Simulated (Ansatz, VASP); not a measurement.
TaN: VASP beside Ansatz

File INCAR:

```
PREC = Accurate
ENCUT = 600
EDIFF = 1E-6
ISMEAR = 0
SIGMA = 0.15
LREAL = False
LASPH = True
NELM = 120
ALGO = Normal
ISIF = 2
LWAVE = False
LCHARG = False
GGA = PE
NBANDS = 15
GGA_COMPAT = False
```

Contents of KPOINTS:

```
regular mesh
0
Gamma
  20 20 20
```

The input POSCAR:

```
TaN
1.0
    0.0000000000      2.1438486919      2.2510411265
    2.1438486919      0.0000000000      2.2510411265
    2.1438486919      2.1438486919      0.0000000000
Ta N
1 1
Direct
    0.5000000000      0.5000000000      0.5000000000
    0.0000000000      0.0000000000      0.0000000000
```

Input for Ansatz:

```yaml
crystal:
  lattice:
    - [0.0, 2.1438486919, 2.2510411265]
    - [2.1438486919, 0.0, 2.2510411265]
    - [2.1438486919, 2.1438486919, 0.0]
  atoms:
    - { symbol: Ta, position: [0.5, 0.5, 0.5] }
    - { symbol: "N", position: [0.0, 0.0, 0.0] }
basis:
  ecutwfc: 420
kpoints:
  mp_grid: { grid: [20, 20, 20] }
hamiltonian:
  xc: pbe
scf:
  occupations: { method: gaussian, width: 0.15 }
output:
  forces: true
  stress: true
  eigenvalues: true
```

Alike in both runs: task single point; functional PBE; k mesh 20 × 20 × 20; occupations gaussian, width 0.15 eV; no spin polarisation.

|  | VASP | Ansatz |
| --- | --- | --- |
| version | VASP 6.6.1 | Ansatz 0.2.0 |
| potentials or method | VASP PAW PBE potentials, release 64 (Ta_pv, N), cutoff 600 eV | scalar-relativistic, plane waves, PAW |
| valence electrons in the cell | 16 | 18 |

VASP gave:

| Quantity | Value |
| --- | --- |
| gap on the k mesh at the Fermi level (eV) | none |
| pressure (GPa) | 17.6 |
| traceless stress, the component that is largest in VASP (GPa) | -19.25 |

Task: What did Ansatz give for the same quantities?

Result: gap on the k mesh at the Fermi level (eV): none; pressure (GPa): 16.7; traceless stress, the component that is largest in VASP (GPa): -19.11.

A gap of «none» marks a metal or a gap that the smearing closes. VASP's potentials hold 16 valence electrons a cell and Ansatz's 18, so a difference there can come from the potentials and not from the codes.

Spin-orbit coupling is off throughout.
